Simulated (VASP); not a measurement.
# ZrTa2C2 (P-3m1) in VASP: notebook, part 2 of 3

VASP 6.6.1. The steps go on from the part before.

**3. Single point, PBE**

This run uses another cell than the first one, of 13.70 Å³/atom.

The input, INCAR:

```
SYSTEM = ZrTa2C2
  ALGO = Normal
  EDIFF = 1E-6
  ENCUT = 520
  GGA = PE
  ISIF = 2
  ISMEAR = 0
  LASPH = .True.
  LCHARG = .False.
  LREAL = .False.
  LWAVE = .False.
  NBANDS = 29
  NELM = 60
  PREC = Accurate
  SIGMA = 0.1
```

The input, KPOINTS:

```
k-points
0
Gamma
  6 6 4
  0 0 0
```

The input, POSCAR:

```
ZrTa2C2
1.0
    3.2065482528      0.0000000000      0.0000000000
   -1.6032741264      2.7769522454      0.0000000000
    0.0000000000      0.0000000000      7.6927368604
Zr Ta C
1 2 2
Direct
    0.0000000000      0.0000000000      0.0000000000
    0.3333333333      0.6666666667      0.3339131895
    0.6666666667      0.3333333333      0.6660868105
    0.3333333333      0.6666666667      0.8116054332
    0.6666666667      0.3333333333      0.1883945668
```

Potentials or basis: VASP PAW PBE potentials, release 64 (Zr_sv, Ta_pv, C).

Command:

```sh
$ cat potpaw_PBE.64/Zr_sv/POTCAR potpaw_PBE.64/Ta_pv/POTCAR potpaw_PBE.64/C/POTCAR > POTCAR
$ mpirun -np 1 vasp_std > vasp.out
```

OUTCAR:

```text
SYSTEM = ZrTa2C2
   EDIFF = 1E-6
   ENCUT = 520
   GGA = PE
   ISIF = 2
   ISMEAR = 0
   LASPH = .True.
   LREAL = .False.
   NELM = 60
   PREC = Accurate

 ion  position               nearest neighbor table
   1  0.000  0.000  0.000-   4 2.35   5 2.35   5 2.35   4 2.35   5 2.35   4 2.35   2 3.17   3 3.17
                             2 3.17   3 3.17   3 3.17   2 3.17
   2  0.333  0.667  0.334-   5 2.16   5 2.16   5 2.16   3 3.16   3 3.16   3 3.16   1 3.17   1 3.17
                             1 3.17
   3  0.667  0.333  0.666-   4 2.16   4 2.16   4 2.16   2 3.16   2 3.16   2 3.16   1 3.17   1 3.17
                             1 3.17
   4  0.333  0.667  0.812-   3 2.16   3 2.16   3 2.16   1 2.35   1 2.35   1 2.35
   5  0.667  0.333  0.188-   2 2.16   2 2.16   2 2.16   1 2.35   1 2.35   1 2.35

  LATTYP: Found a hexagonal cell.
 ALAT       =     3.2065482528
 C/A-ratio  =     2.3990709804

  Lattice vectors:

 A1 = (   3.2065482528,   0.0000000000,   0.0000000000)
 A2 = (  -1.6032741264,   2.7769522454,   0.0000000000)
 A3 = (   0.0000000000,   0.0000000000,   7.6927368604)

Analysis of symmetry for initial positions (statically):
=====================================================================
 Subroutine PRICEL returns:
 Original cell was already a primitive cell.

 Routine SETGRP: Setting up the symmetry group for a
 hexagonal supercell.

 Subroutine GETGRP returns: Found 12 space group operations
 (whereof 12 operations were pure point group operations)
 out of a pool of 24 trial point group operations.

The static configuration has the point symmetry D_3d.

Analysis of symmetry for dynamics (positions and initial velocities):
=====================================================================
 Subroutine PRICEL returns:
 Original cell was already a primitive cell.
[... 129 lines left out ...]
   EFERMI_NEDOS =   21; number of points for ismear=-14 and -15
   IALGO  =     38    algorithm
   IMIX   =      4    mixing-type and parameters
     AMIX     =   0.40;   BMIX     =  1.00
     AMIX_MAG =   1.60;   BMIX_MAG =  1.00
  volume/ion in A,a.u.               =      13.70        92.45
  Fermi-wavevector in a.u.,A,eV,Ry     =   1.390792  2.628216 26.317788  1.934303
  Thomas-Fermi vector in A             =   2.514693
   LORBIT       =      0    0 simple, 1 ext, 2 COOP (PROOUT), +10 PAW based schemes
   GGA     = PE    functional components
   LHFCALC =     F    Hartree Fock is set to
   AEXX    =    0.0000 exact exchange contribution
   IVDW    =     0    specifies the selected vdW correction
   LEPSILON=     F    determine dielectric tensor
   LRPA    =     F    only Hartree local field effects (RPA)
 non-spin polarized calculation
 Gauss-broadening in eV      SIGMA  =   0.10
  energy-cutoff  :      520.00
  volume of cell :       68.50
 maximum number of plane-waves:      1860
   NGX = 11   NGY = 11   NGZ = 29

 number of electron      42.0000008 magnetization

 Free energy of the ion-electron system (eV)
  ---------------------------------------------------
  ext. energy  EPLUGINS =         0.00000000
  ---------------------------------------------------
  free energy    TOTEN  =       -53.72940392 eV

  energy without entropy =      -53.71330787  energy(sigma->0) =      -53.72135590

 E-fermi :   7.6770     XC(G=0): -12.4183

 val. band max:        7.6503491848   @ k =   0.5000  -0.0000   0.2500
 cond. band min:       7.6800894941   @ k =   0.1667   0.1667   0.0000
 fundamental gap:      0.0297403093
 Fermi energy:         7.6769731992

 k-point     1 :       0.0000    0.0000    0.0000
  band No.  band energies     occupation
      1     -40.6959      2.00000
      2     -26.8066      2.00000
      3     -26.5425      2.00000
      4     -26.5403      2.00000
      5     -26.5403      2.00000
      6     -26.4989      2.00000
[... 757 lines left out ...]
     28      12.4598      0.00000
     29      13.7625      0.00000

------------------------ aborting loop because EDIFF is reached ----------------------------------------

  FORCE on cell =-STRESS in cart. coord.  units (eV):
  Direction    XX          YY          ZZ          XY          YZ          ZX
  --------------------------------------------------------------------------------------
  -------------------------------------------------------------------------------------
  Total        0.1285080      0.1285080      0.2070522      0.0000000      0.0000000      0.0000000
  in kB        3.0057553      3.0057553      4.8428767      0.0000000      0.0000000      0.0000000
  external PRESSURE =       3.6181291 kB  Pullay stress =       0.0000000 kB

 VOLUME and BASIS-vectors are now :
 -----------------------------------------------------------------------------
  energy-cutoff  :      520.00
  volume of cell :       68.50
      direct lattice vectors                 reciprocal lattice vectors
     3.206548253  0.000000000  0.000000000     0.311861828  0.180053510  0.000000000
    -1.603274126  2.776952245  0.000000000     0.000000000  0.360107021  0.000000000
     0.000000000  0.000000000  7.692736860     0.000000000  0.000000000  0.129992747

 POSITION                                       TOTAL-FORCE (eV/Angst)
 -----------------------------------------------------------------------------------
      0.00000      0.00000      0.00000        -0.000000      0.000000     -0.000000
     -0.00000      1.85130      2.56871         0.000000     -0.000000      0.028187
      1.60327      0.92565      5.12403         0.000000      0.000000     -0.028187
     -0.00000      1.85130      6.24347         0.000000      0.000000      0.009753
      1.60327      0.92565      1.44927        -0.000000      0.000000     -0.009753
 -----------------------------------------------------------------------------------
    total drift:                               -0.000000      0.000000     -0.000000

  FREE ENERGIE OF THE ION-ELECTRON SYSTEM (eV)
  ---------------------------------------------------
  free  energy   TOTEN  =       -53.7294039206 eV

  energy  without entropy=      -53.7133078725  energy(sigma->0) =      -53.72135590
```

It took 81 s on 1 thread of Intel Xeon 8259CL, shared host; peak memory 0.21 GiB.

What came out:

```yaml
Free_energy: -53.7294 eV
Pressure: 0.4 GPa
Largest_force: 0.028 eV/Å
Band_gap_on_the_k_mesh: zero (bands 21 and 22 overlap by 0.65 eV)
```

Forces in eV/Å, atoms in the order of the input:
```
Zr   0.000  0.000  0.000
Ta   0.000  0.000  0.028
Ta   0.000  0.000 -0.028
C    0.000  0.000  0.010
C    0.000  0.000 -0.010
```

Stress tensor (GPa, compression positive):
```
0.30 0.00 0.00
0.00 0.30 0.00
0.00 0.00 0.48
```

Caveat: the k points lie up to 0.38 Å⁻¹ apart, too coarse for converged energies and pressures of a metal; spin-orbit coupling is left out, which moves the levels of the heavy elements.

**4. Single point, PBE, collinear spin**

This run uses another cell than the first one, of 13.70 Å³/atom.

The input, INCAR:

```
PREC = Accurate ; ENCUT = 520
EDIFF = 1E-6 ; ISMEAR = 0
SIGMA = 0.1 ; LREAL = False
LASPH = True ; NELM = 150
ALGO = Normal ; ISIF = 2
LWAVE = False ; LCHARG = False
ISPIN = 2 ; MAGMOM = 1 0 0 0 0
LORBIT = 11 ; LMAXMIX = 4
GGA = PE ; NBANDS = 33
```

The input, KPOINTS:

```
Automatic mesh
0
Gamma
  6 6 2
```

POSCAR is that of step 3.

Potentials or basis: VASP PAW PBE potentials, release 64 (Zr_sv, Ta_pv, C).

Command:

```sh
$ cat potpaw_PBE.64/Zr_sv/POTCAR potpaw_PBE.64/Ta_pv/POTCAR potpaw_PBE.64/C/POTCAR > POTCAR
$ mpirun -np 1 vasp_std > vasp.out
```

OUTCAR:

```text
PREC = Accurate
   ENCUT = 520
   EDIFF = 1E-6
   ISMEAR = 0
   LREAL = False
   LASPH = True
   NELM = 150
   ISIF = 2
   ISPIN = 2
   LORBIT = 11
   GGA = PE

 ion  position               nearest neighbor table
   1  0.000  0.000  0.000-   4 2.35   5 2.35   5 2.35   4 2.35   5 2.35   4 2.35   2 3.17   3 3.17
                             2 3.17   3 3.17   3 3.17   2 3.17
   2  0.333  0.667  0.334-   5 2.16   5 2.16   5 2.16   3 3.16   3 3.16   3 3.16   1 3.17   1 3.17
                             1 3.17
   3  0.667  0.333  0.666-   4 2.16   4 2.16   4 2.16   2 3.16   2 3.16   2 3.16   1 3.17   1 3.17
                             1 3.17
   4  0.333  0.667  0.812-   3 2.16   3 2.16   3 2.16   1 2.35   1 2.35   1 2.35
   5  0.667  0.333  0.188-   2 2.16   2 2.16   2 2.16   1 2.35   1 2.35   1 2.35

  LATTYP: Found a hexagonal cell.
 ALAT       =     3.2065482528
 C/A-ratio  =     2.3990709804

  Lattice vectors:

 A1 = (   3.2065482528,   0.0000000000,   0.0000000000)
 A2 = (  -1.6032741264,   2.7769522454,   0.0000000000)
 A3 = (   0.0000000000,   0.0000000000,   7.6927368604)

Analysis of symmetry for initial positions (statically):
=====================================================================
 Subroutine PRICEL returns:
 Original cell was already a primitive cell.

 Routine SETGRP: Setting up the symmetry group for a
 hexagonal supercell.

 Subroutine GETGRP returns: Found 12 space group operations
 (whereof 12 operations were pure point group operations)
 out of a pool of 24 trial point group operations.

The static configuration has the point symmetry D_3d.

Analysis of symmetry for dynamics (positions and initial velocities):
=====================================================================
 Subroutine PRICEL returns:
 Original cell was already a primitive cell.

 Routine SETGRP: Setting up the symmetry group for a
 hexagonal supercell.
[... 164 lines left out ...]

 E-fermi :   7.7811     XC(G=0): -12.4189

 val. band max:        7.7436656613   @ k =   0.5000  -0.0000   0.0000
 cond. band min:       7.7958322679   @ k =   0.0000   0.0000   0.0000
 fundamental gap:      0.0521666066
 Fermi energy:         7.7810625668

 spin component 1

 k-point     1 :       0.0000    0.0000    0.0000
  band No.  band energies     occupation
      1     -40.7058      1.00000
      2     -26.7995      1.00000
      3     -26.5419      1.00000
      4     -26.5419      1.00000
      5     -26.5359      1.00000
      6     -26.5006      1.00000
[... 493 lines left out ...]
     32      15.4210      0.00000
     33      15.4210      0.00000
 Fermi energy:         7.7810625668

 spin component 2

 k-point     1 :       0.0000    0.0000    0.0000
  band No.  band energies     occupation
      1     -40.7058      1.00000
      2     -26.7995      1.00000
      3     -26.5419      1.00000
      4     -26.5419      1.00000
      5     -26.5359      1.00000
      6     -26.5006      1.00000
[... 493 lines left out ...]
     32      15.4209      0.00000
     33      15.4209      0.00000

------------------------ aborting loop because EDIFF is reached ----------------------------------------

  FORCE on cell =-STRESS in cart. coord.  units (eV):
  Direction    XX          YY          ZZ          XY          YZ          ZX
  --------------------------------------------------------------------------------------
  -------------------------------------------------------------------------------------
  Total        0.2109773      0.2109773      0.0408773      0.0000000     -0.0000000      0.0000000
  in kB        4.9346822      4.9346822      0.9561050      0.0000000     -0.0000000      0.0000000
  external PRESSURE =       3.6084898 kB  Pullay stress =       0.0000000 kB

 VOLUME and BASIS-vectors are now :
 -----------------------------------------------------------------------------
  energy-cutoff  :      520.00
  volume of cell :       68.50
      direct lattice vectors                 reciprocal lattice vectors
     3.206548253  0.000000000  0.000000000     0.311861828  0.180053510  0.000000000
    -1.603274126  2.776952245  0.000000000     0.000000000  0.360107021  0.000000000
     0.000000000  0.000000000  7.692736860     0.000000000  0.000000000  0.129992747

 POSITION                                       TOTAL-FORCE (eV/Angst)
 -----------------------------------------------------------------------------------
      0.00000      0.00000      0.00000        -0.000000      0.000000      0.000000
     -0.00000      1.85130      2.56871        -0.000000     -0.000000     -0.024852
      1.60327      0.92565      5.12403         0.000000      0.000000      0.024852
     -0.00000      1.85130      6.24347        -0.000000     -0.000000     -0.043772
      1.60327      0.92565      1.44927         0.000000      0.000000      0.043772
 -----------------------------------------------------------------------------------
    total drift:                               -0.000000      0.000000     -0.000000

  FREE ENERGIE OF THE ION-ELECTRON SYSTEM (eV)
  ---------------------------------------------------
  free  energy   TOTEN  =       -53.7690893006 eV

  energy  without entropy=      -53.7553352885  energy(sigma->0) =      -53.76221229

 total charge

# of ion       s       p       d       tot
------------------------------------------
    1        2.173   6.043   1.720   9.936
    2        0.325   6.218   2.315   8.858
    3        0.325   6.218   2.315   8.858
    4        0.882   1.546   0.000   2.428
    5        0.882   1.546   0.000   2.428
--------------------------------------------------
tot          4.587  21.571   6.350  32.509

 magnetization (x)

# of ion       s       p       d       tot
------------------------------------------
    1        0.000   0.000   0.000   0.000
    2       -0.000  -0.000  -0.000  -0.000
    3       -0.000  -0.000  -0.000  -0.000
    4        0.000   0.000   0.000   0.000
    5        0.000   0.000   0.000   0.000
--------------------------------------------------
tot          0.000  -0.000  -0.000  -0.000
```

OSZICAR:

```text
N       E                     dE             d eps       ncg     rms          rms(c)
DAV:   1     0.380437605667E+03    0.38044E+03   -0.22244E+04  1848   0.130E+03
DAV:   2    -0.389283643518E+02   -0.41937E+03   -0.40420E+03  2122   0.392E+02
DAV:   3    -0.608463703511E+02   -0.21918E+02   -0.21571E+02  2405   0.840E+01
DAV:   4    -0.618756068783E+02   -0.10292E+01   -0.10258E+01  2854   0.137E+01
DAV:   5    -0.618913982356E+02   -0.15791E-01   -0.15782E-01  2455   0.167E+00    0.362E+01
DAV:   6    -0.542418518059E+02    0.76495E+01   -0.42328E+01  2261   0.280E+01    0.137E+01
DAV:   7    -0.539509686530E+02    0.29088E+00   -0.63414E+00  2454   0.111E+01    0.864E+00
DAV:   8    -0.537844538876E+02    0.16651E+00   -0.14880E+00  2308   0.533E+00    0.328E+00
DAV:   9    -0.537700404178E+02    0.14413E-01   -0.11530E-01  2214   0.170E+00    0.488E-01
DAV:  10    -0.537690570058E+02    0.98341E-03   -0.19725E-02  2498   0.610E-01    0.333E-01
DAV:  11    -0.537691685619E+02   -0.11156E-03   -0.15877E-03  2148   0.243E-01    0.161E-01
DAV:  12    -0.537691113985E+02    0.57163E-04   -0.10382E-03  2492   0.170E-01    0.472E-02
DAV:  13    -0.537690954900E+02    0.15909E-04   -0.62041E-05  2225   0.441E-02    0.255E-02
DAV:  14    -0.537690920345E+02    0.34555E-05   -0.55864E-06  2201   0.106E-02    0.142E-02
DAV:  15    -0.537690896685E+02    0.23660E-05   -0.20694E-06  1646   0.822E-03    0.314E-03
DAV:  16    -0.537690893006E+02    0.36794E-06   -0.35712E-07  1036   0.346E-03
   1 F= -.53769089E+02 E0= -.53762212E+02  d E =-.137540E-01  mag=    -0.0001
```

stdout:

```text
POSCAR found type information on POSCAR ZrTaC
 POSCAR found :  3 types and       5 ions
 scaLAPACK will be used
 LDA part: xc-table for (Slater+PW92), standard interpolation
 POSCAR, INCAR and KPOINTS ok, starting setup
 FFT: planning ... GRIDC
 FFT: planning ... GRID_SOFT
 FFT: planning ... GRID
 WAVECAR not read
 entering main loop
```

It took 2 min on 1 thread of Intel Xeon 8259CL, shared host; peak memory 0.24 GiB.

What came out:

```yaml
Free_energy: -53.7691 eV
Pressure: 0.4 GPa
Largest_force: 0.044 eV/Å
Band_gap_on_the_k_mesh: zero (filled and empty bands overlap)
Net_moment: 0.00 μB per cell
Valence_electrons_inside_the_program's_atomic_spheres: Zr 9.94; Ta 8.86; C 2.43
```

Forces in eV/Å, atoms in the order of the input:
```
Zr   0.000  0.000  0.000
Ta   0.000  0.000 -0.025
Ta   0.000  0.000  0.025
C    0.000  0.000 -0.044
C    0.000  0.000  0.044
```

Levels at points of the mesh, in eV from the Fermi level:
Spin up:
| k point | band 17 | band 18 | band 19 | band 20 | band 21 | band 22 | band 23 | band 24 | band 25 | band 26 |
| --- | --- | --- | --- | --- | --- | --- | --- | --- | --- | --- |
| (0.00, 0.00, 0.00) | -2.96 | -2.96 | -2.22 | 0.01 | 0.01 | 0.25 | 2.19 | 2.19 | 2.26 | 2.26 |
| (0.50, 0.00, 0.00) | -2.98 | -2.93 | -2.71 | -1.74 | -0.04 | 1.43 | 2.83 | 2.83 | 3.67 | 4.17 |
| (0.00, 0.00, 0.50) | -2.72 | -2.72 | -1.52 | -0.43 | 0.47 | 0.47 | 0.85 | 0.85 | 2.03 | 2.03 |
| (0.50, 0.00, 0.50) | -3.38 | -2.55 | -2.44 | -1.89 | -0.19 | 0.68 | 2.33 | 3.45 | 3.59 | 4.19 |
Spin down:
```tsv
k point	band 18	band 19	band 20	band 21	band 22	band 23	band 24	band 25
(0.00, 0.00, 0.00)	-2.96	-2.22	0.01	0.01	0.25	2.19	2.19	2.26
(0.50, 0.00, 0.00)	-2.93	-2.71	-1.74	-0.04	1.43	2.83	2.83	3.67
(0.00, 0.00, 0.50)	-2.72	-1.52	-0.43	0.47	0.47	0.85	0.85	2.03
(0.50, 0.00, 0.50)	-2.55	-2.44	-1.89	-0.19	0.68	2.33	3.45	3.59
```

Caveat: the k points lie up to 0.41 Å⁻¹ apart, too coarse for converged energies and pressures of a metal; spin-orbit coupling is left out, which moves the levels of the heavy elements.

[end of part 2 of 3]
